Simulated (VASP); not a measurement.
# In2Sb2Cl in VASP: single point with PBE+D3(BJ)

Aim: the single point of In2Sb2Cl with PBE+D3(BJ).

Program: VASP 6.6.1. These are calculated values, not measurements. Logs are shortened: lines on timing, memory, paths and dates and some standing lists are left out, and cuts for length are marked.

### Step 1. The cell of the first run

The cell holds a slab with vacuum, 5 atoms: a = 4.629 Å, b = 4.629 Å, c = 22.015 Å, α = 90.00°, β = 90.00°, γ = 120.00°.

### Step 2. Single point, PBE+D3(BJ)

INCAR

```
PREC = Accurate ; ENCUT = 520
EDIFF = 1E-7 ; ISMEAR = 0
SIGMA = 0.1 ; LREAL = F
LASPH = T ; NELM = 80
ALGO = Normal ; ISIF = 2
LWAVE = F ; LCHARG = F
LDIPOL = T ; IDIPOL = 3
DIPOL = 0.5 0.5 0.335 ; GGA = PE
IVDW = 12 ; NBANDS = 30
```

KPOINTS

```
Automatic mesh
0
Gamma
  6 6 1
```

POSCAR

```
In2Sb2Cl
1.0
    4.6293886023      0.0000000000      0.0000000000
   -2.3146943012      4.0091681336      0.0000000000
    0.0000000000      0.0000000000     22.0151773295
Sb In Cl
2 2 1
Direct
    0.0000000000      0.0000000000      0.1816928358
    0.3333333333      0.6666666667      0.3609342971
    0.3333333333      0.6666666667      0.2246164052
    0.6666666667      0.3333333333      0.3958713209
    0.6666666667      0.3333333333      0.5094293433
```

Potentials or basis: VASP PAW PBE potentials, release 64 (Sb, In_d, Cl).

Command:

```
cat potpaw_PBE.64/Sb/POTCAR potpaw_PBE.64/In_d/POTCAR potpaw_PBE.64/Cl/POTCAR > POTCAR
mpirun -np 1 vasp_std > vasp.out
```

OUTCAR:

```text
PREC = Accurate
   ENCUT = 520
   EDIFF = 1E-7
   ISMEAR = 0
   LREAL = F
   LASPH = T
   NELM = 80
   ISIF = 2
   GGA = PE
   IVDW = 12
 IVDW          = 12

 ion  position               nearest neighbor table
   1  0.000  0.000  0.182-   3 2.83   3 2.83   3 2.83
   2  0.333  0.667  0.361-   4 2.78   4 2.78   4 2.78   3 3.00
   3  0.333  0.667  0.225-   1 2.83   1 2.83   1 2.83   2 3.00
   4  0.667  0.333  0.396-   5 2.50   2 2.78   2 2.78   2 2.78
   5  0.667  0.333  0.509-   4 2.50

  LATTYP: Found a hexagonal cell.
 ALAT       =     4.6293886023
 C/A-ratio  =     4.7555258849

  Lattice vectors:

 A1 = (   4.6293886023,   0.0000000000,   0.0000000000)
 A2 = (  -2.3146943012,   4.0091681336,   0.0000000000)
 A3 = (   0.0000000000,   0.0000000000,  22.0151773295)

Analysis of symmetry for initial positions (statically):
=====================================================================
 Subroutine PRICEL returns:
 Original cell was already a primitive cell.

 Routine SETGRP: Setting up the symmetry group for a
 hexagonal supercell.

 Subroutine GETGRP returns: Found  6 space group operations
 (whereof  6 operations were pure point group operations)
 out of a pool of 24 trial point group operations.

The static configuration has the point symmetry C_3v.

Analysis of symmetry for dynamics (positions and initial velocities):
=====================================================================
 Subroutine PRICEL returns:
 Original cell was already a primitive cell.

 Routine SETGRP: Setting up the symmetry group for a
 hexagonal supercell.

 Subroutine GETGRP returns: Found  6 space group operations
 (whereof  6 operations were pure point group operations)
 out of a pool of 24 trial point group operations.

The dynamic configuration has the point symmetry C_3v.

 Subroutine INISYM returns: Found  6 space group operations
 (whereof  6 operations are pure point group operations),
 and found     1 'primitive' translations

----------------------------------------------------------------------------------------

                                     Primitive cell

  volume of cell :     408.6016

  direct lattice vectors                    reciprocal lattice vectors
     4.629388602  0.000000000  0.000000000     0.216011246  0.124714151  0.000000000
    -2.314694301  4.009168134  0.000000000     0.000000000  0.249428302  0.000000000
     0.000000000  0.000000000 22.015177329     0.000000000  0.000000000  0.045423209

  length of vectors
     4.629388602  4.629388602 22.015177329     0.249428302  0.249428302  0.045423209

  position of ions in fractional coordinates (direct lattice)
     0.000000000  0.000000000  0.181692836
     0.333333333  0.666666667  0.360934297
     0.333333333  0.666666667  0.224616405
     0.666666667  0.333333333  0.395871321
     0.666666667  0.333333333  0.509429343

  ion indices of the primitive-cell ions
   primitive index   ion index
                 1           1
                 2           2
                 3           3
                 4           4
                 5           5

----------------------------------------------------------------------------------------

 KPOINTS: Automatic mesh

Automatic generation of k-mesh.
 Grid dimensions read from file:
 generate k-points for:    6    6    1

 Generating k-lattice:

  Cartesian coordinates                     Fractional coordinates (reciprocal lattice)
     0.036001874  0.020785692  0.000000000     0.166666667  0.000000000  0.000000000
     0.000000000  0.041571384  0.000000000     0.000000000  0.166666667  0.000000000
     0.000000000  0.000000000  0.045423209     0.000000000  0.000000000  1.000000000

  Length of vectors
     0.041571384  0.041571384  0.045423209

  Shift w.r.t. Gamma in fractional coordinates (k-lattice)
     0.000000000  0.000000000  0.000000000

 Subroutine IBZKPT returns following result:
 ===========================================

 Found      7 irreducible k-points:

 Following reciprocal coordinates:
            Coordinates               Weight
  0.000000  0.000000  0.000000      1.000000
  0.166667  0.000000  0.000000      6.000000
  0.333333 -0.000000  0.000000      6.000000
  0.500000  0.000000  0.000000      3.000000
  0.166667  0.166667  0.000000      6.000000
  0.333333  0.166667  0.000000     12.000000
  0.333333  0.333333  0.000000      2.000000
   k-points           NKPTS =      7   k-points in BZ     NKDIM =      7   number of bands    NBANDS=     30
   number of dos      NEDOS =    301   number of ions     NIONS =      5
   total plane-waves  NPLWV = 217728
   dimension x,y,z NGX =    36 NGY =   36 NGZ =  168
   dimension x,y,z NGXF=    72 NGYF=   72 NGZF=  336
   ions per type =               2   2   1
   NGX,Y,Z   is equivalent  to a cutoff of  12.93, 12.93, 12.69 a.u.
   NGXF,Y,Z  is equivalent  to a cutoff of  25.86, 25.86, 25.37 a.u.
 SYSTEM =  unknown system
   PREC   = accura    normal or accurate (medium, high low for compatibility)
   ISTART =      0    job   : 0-new  1-cont  2-samecut
   ICHARG =      2    charge: 1-file 2-atom 10-const
   ISPIN  =      1    spin polarized calculation?
   LNONCOLLINEAR =      F non collinear calculations
   LSORBIT =      F    spin-orbit coupling
   LASPH  =      T    aspherical Exc in radial PAW
   ENCUT  =  520.0 eV  38.22 Ry    6.18 a.u.   8.61  8.61 40.93*2*pi/ulx,y,z
   NELM   =     80;   NELMIN=  2; NELMDL= -5     # of ELM steps
   EDIFF  = 0.1E-06   stopping-criterion for ELM
   LREAL  =      F    real-space projection
   EDIFFG = 0.1E-05   stopping-criterion for IOM
   NSW    =      0    number of steps for IOM
   IBRION =     -1    ionic relax: 0-MD 1-quasi-New 2-CG
   NFREE  =      0    steps in history (QN), initial steepest desc. (CG)
   ISIF   =      2    stress and relaxation
   ISYM   =      2    0-nonsym 1-usesym 2-fastsym
   POTIM  = 0.5000    time-step for ionic-motion
   TEBEG  =    0.0;   TEEND  =   0.0 temperature during run
   PSTRESS=    0.0 pullay stress
   NELECT =      43.0000    total number of electrons
   NUPDOWN=      -1.0000    fix difference up-down
   EMIN   =  10.00;   EMAX   =-10.00  energy-range for DOS
   EFERMI =   0.00;   METHOD = LEGACY
   ISMEAR =     0;   SIGMA  =   0.10  broadening in eV -4-tet -1-fermi 0-gaus
   EFERMI_NEDOS =   21; number of points for ismear=-14 and -15
   IALGO  =     38    algorithm
   IMIX   =      4    mixing-type and parameters
     AMIX     =   0.40;   BMIX     =  1.00
     AMIX_MAG =   1.60;   BMIX_MAG =  1.00
  volume/ion in A,a.u.               =      81.72       551.48
  Fermi-wavevector in a.u.,A,eV,Ry     =   0.772914  1.460595  8.128058  0.597395
  Thomas-Fermi vector in A             =   1.874646
   LORBIT       =      0    0 simple, 1 ext, 2 COOP (PROOUT), +10 PAW based schemes
   GGA     = PE    functional components
   LHFCALC =     F    Hartree Fock is set to
   AEXX    =    0.0000 exact exchange contribution
   IVDW    =    12    specifies the selected vdW correction
   LEPSILON=     F    determine dielectric tensor
   LRPA    =     F    only Hartree local field effects (RPA)
 non-spin polarized calculation
 Gauss-broadening in eV      SIGMA  =   0.10
  energy-cutoff  :      520.00
  volume of cell :      408.60
 maximum number of plane-waves:     11067
 NGX is ok and might be reduce to    36
   NGX = 17   NGY = 17   NGZ = 81

 number of electron      43.0000011 magnetization

 dipolmoment           0.000000      0.000000      0.277244 electrons x Angstroem

 Free energy of the ion-electron system (eV)
  ---------------------------------------------------
  ext. energy  EPLUGINS =         0.00000000
  ---------------------------------------------------
  free energy    TOTEN  =       -15.65912227 eV

  energy without entropy =      -15.61920915  energy(sigma->0) =      -15.63916571

 E-fermi :  -2.3925     XC(G=0):  -4.0542

 val. band max:       -2.4179165388   @ k =   0.3333  -0.0000   0.0000
 cond. band min:      -2.3295963059   @ k =   0.1667   0.0000   0.0000
 fundamental gap:      0.0883202329
 Fermi energy:        -2.3924682472

 k-point     1 :       0.0000    0.0000    0.0000
  band No.  band energies     occupation
      1     -16.6291      2.00000
      2     -16.4545      2.00000
      3     -16.4545      2.00000
      4     -16.4094      2.00000
      5     -16.3918      2.00000
      6     -16.3918      2.00000
[... 22 lines left out ...]
     29       1.9207      0.00000
     30       2.4289      0.00000

 k-point     2 :       0.1667    0.0000    0.0000
  band No.  band energies     occupation
      1     -16.6235      2.00000
      2     -16.4669      2.00000
      3     -16.4465      2.00000
      4     -16.4164      2.00000
      5     -16.3870      2.00000
      6     -16.3869      2.00000
[... 22 lines left out ...]
     29       2.6964      0.00000
     30       2.7344      0.00000

 k-point     3 :       0.3333   -0.0000    0.0000
  band No.  band energies     occupation
      1     -16.6113      2.00000
      2     -16.4908      2.00000
      3     -16.4324      2.00000
      4     -16.4302      2.00000
      5     -16.3782      2.00000
      6     -16.3776      2.00000
[... 22 lines left out ...]
     29       3.8093      0.00000
     30       4.1710      0.00000

 k-point     4 :       0.5000    0.0000    0.0000
  band No.  band energies     occupation
      1     -16.6045      2.00000
      2     -16.5029      2.00000
      3     -16.4405      2.00000
      4     -16.4220      2.00000
      5     -16.3746      2.00000
      6     -16.3735      2.00000
[... 22 lines left out ...]
     29       4.0274      0.00000
     30       4.7154      0.00000

 k-point     5 :       0.1667    0.1667    0.0000
  band No.  band energies     occupation
      1     -16.6143      2.00000
      2     -16.4845      2.00000
      3     -16.4351      2.00000
      4     -16.4268      2.00000
      5     -16.3836      2.00000
      6     -16.3776      2.00000
[... 22 lines left out ...]
     29       3.0611      0.00000
     30       3.4359      0.00000

 k-point     6 :       0.3333    0.1667    0.0000
  band No.  band energies     occupation
      1     -16.6034      2.00000
      2     -16.5025      2.00000
      3     -16.4376      2.00000
      4     -16.4232      2.00000
      5     -16.3775      2.00000
      6     -16.3730      2.00000
[... 22 lines left out ...]
     29       3.8561      0.00000
     30       3.9813      0.00000

 k-point     7 :       0.3333    0.3333    0.0000
  band No.  band energies     occupation
      1     -16.5981      2.00000
      2     -16.5088      2.00000
      3     -16.4385      2.00000
      4     -16.4205      2.00000
      5     -16.3764      2.00000
      6     -16.3729      2.00000
[... 22 lines left out ...]
     29       3.8925      0.00000
     30       4.0554      0.00000

------------------------ aborting loop because EDIFF is reached ----------------------------------------

 vacuum level on the upper side and lower side of the slab       (xc-potential included)         1.245        -1.385

 Edisp (eV)   -1.03893

 E8    (eV) :    -0.5020

  FORCE on cell =-STRESS in cart. coord.  units (eV):
  Direction    XX          YY          ZZ          XY          YZ          ZX
  --------------------------------------------------------------------------------------
  -------------------------------------------------------------------------------------
  Total       0.78945     0.78945    -4.32250    -0.00000     0.00000     0.00000
  in kB       3.09551     3.09551   -16.94906    -0.00000     0.00000     0.00000
  external pressure =       -3.59 kB  Pullay stress =        0.00 kB

 VOLUME and BASIS-vectors are now :
 -----------------------------------------------------------------------------
  energy-cutoff  :      520.00
  volume of cell :      408.60
      direct lattice vectors                 reciprocal lattice vectors
     4.629388602  0.000000000  0.000000000     0.216011246  0.124714151  0.000000000
    -2.314694301  4.009168134  0.000000000     0.000000000  0.249428302  0.000000000
     0.000000000  0.000000000 22.015177329     0.000000000  0.000000000  0.045423209

 POSITION                                       TOTAL-FORCE (eV/Angst)
 -----------------------------------------------------------------------------------
      0.00000      0.00000      4.00000         0.000000      0.000000     -0.000581
     -0.00000      2.67278      7.94603        -0.000000     -0.000000     -0.958136
     -0.00000      2.67278      4.94497         0.000000     -0.000000      0.546166
      2.31469      1.33639      8.71518         0.000000     -0.000000      1.602090
      2.31469      1.33639     11.21518        -0.000000     -0.000000     -1.189538
 -----------------------------------------------------------------------------------
    total drift:                                0.000000     -0.000000     -0.000601

  FREE ENERGIE OF THE ION-ELECTRON SYSTEM (eV)
  ---------------------------------------------------
  free  energy   TOTEN  =       -16.6980476751 eV

  energy  without entropy=      -16.6581345588  energy(sigma->0) =      -16.67809112

 vacuum level on the upper side and lower side of the slab         5.292         2.594
```

It took 4.7 min on 1 thread of Intel Xeon Platinum 8488C (Sapphire Rapids), shared host; peak memory 0.55 GiB.

Results:

```yaml
Free_energy: -16.6980 eV
Largest_force: 1.602 eV/Å
Dispersion_energy_per_atom: -0.208 eV
```

Forces on the atoms (eV/Å):
```
Sb   0.000  0.000 -0.001
Sb   0.000  0.000 -0.958
In   0.000  0.000  0.546
In   0.000  0.000  1.602
Cl   0.000  0.000 -1.190
```

Caveat: spin-orbit coupling is left out, which moves the levels of the heavy elements; an odd number of electrons without spin polarisation forces a metal; a magnetic or distorted state may lie lower.
